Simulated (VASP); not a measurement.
ScAl3:

```
Sc Al
1.0
     4.08781    0.00000    0.00000
     0.00000    4.08781    0.00000
     0.00000    0.00000    4.08781
Sc Al
1 3
Cartesian
  0.0000 0.0000 0.0000
  2.0439 0.0000 2.0439
  0.0000 2.0439 2.0439
  2.0439 2.0439 0.0000
```

Base run:

- Program: VASP 6.6.1
- Functional: RPBE
- Potentials or basis: VASP PAW PBE potentials, release 64 (Sc_sv, Al)
- Cutoff: 520 eV
- k mesh: 6 × 6 × 6
- Occupations: fermi-dirac, width 0.1 eV
- Spin: no spin polarisation

Its results: band gap on the k mesh zero (band 10 reaches 8.31 eV, above the bottom of band 11 at 4.39 eV); pressure 3.2 GPa.

Q: The run is repeated on the same cell with these changes: functional from RPBE to revPBE. What comes out?

A: Band gap on the k mesh zero (band 10 reaches 8.28 eV, above the bottom of band 11 at 4.37 eV); pressure 2.7 GPa.

Caveats: the PAW data sets were made with another functional, which shifts forces and pressure a little.
